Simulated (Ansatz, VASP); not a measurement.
I in VASP and in Ansatz

Contents of INCAR:

```
SYSTEM = I
PREC = Accurate ; ENCUT = 520
EDIFF = 1E-6 ; ISMEAR = 0
SIGMA = 0.027000000000000003 ; LREAL = .FALSE.
LASPH = .TRUE. ; NELM = 100
ALGO = Normal ; ISIF = 2
LWAVE = .FALSE. ; LCHARG = .TRUE.
GGA = PE ; LELF = .TRUE.
LVHAR = .TRUE. ; NBANDS = 10
```

Contents of KPOINTS:

```
Automatic mesh
0
G
  9 9 9
  0 0 0
```

POSCAR

```
I
1.0
    0.0000000000      2.3656004428      3.9098401324
    2.1922454667      0.0000000000      3.9098401324
    2.1922454667      2.3656004428      0.0000000000
I
1
Direct
    0.0000000000      0.0000000000      0.0000000000
```

input.yaml

```yaml
crystal:
  lattice:
    - [0.0, 2.3656004428, 3.9098401324]
    - [2.1922454667, 0.0, 3.9098401324]
    - [2.1922454667, 2.3656004428, 0.0]
  atoms:
    - { symbol: I, position: [0.0, 0.0, 0.0] }
hamiltonian:
  xc: pbe
  pseudopotentials: { kind: paw }
kpoints:
  mp_grid: { grid: [9, 9, 9] }
scf:
  occupations: { method: gaussian, width: 0.027 }
output:
  forces: true
  stress: true
  eigenvalues: true
```

Alike in both runs: task single point; functional PBE; k mesh 9 × 9 × 9; occupations gaussian, width 0.027 eV; no spin polarisation.

|  | VASP | Ansatz |
| --- | --- | --- |
| version | VASP 6.6.1 | Ansatz 0.2.0 |
| potentials or method | VASP PAW PBE potentials, release 64 (I) | Ansatz PAW |
| plane-wave cutoff (eV) | 520 | 420 |
| valence electrons in the cell | 7 | 17 |

Ansatz gave:

```
gap on the k mesh at the Fermi level (eV)                     : none
pressure (GPa)                                                : 0.4
traceless stress, the component that is largest in VASP (GPa) : 0.32
```

Q: Estimate VASP's values.

A: gap on the k mesh at the Fermi level (eV): none; pressure (GPa): 0.4; traceless stress, the component that is largest in VASP (GPa): 0.35.

A gap of «none» marks a metal or a gap that the smearing closes. With one functional, cell and mesh, what is left measures potentials, basis and numerics. VASP's potentials hold 7 valence electrons a cell and Ansatz's 17, so a difference there can come from the potentials and not from the codes.

Neither program's run includes spin-orbit coupling.
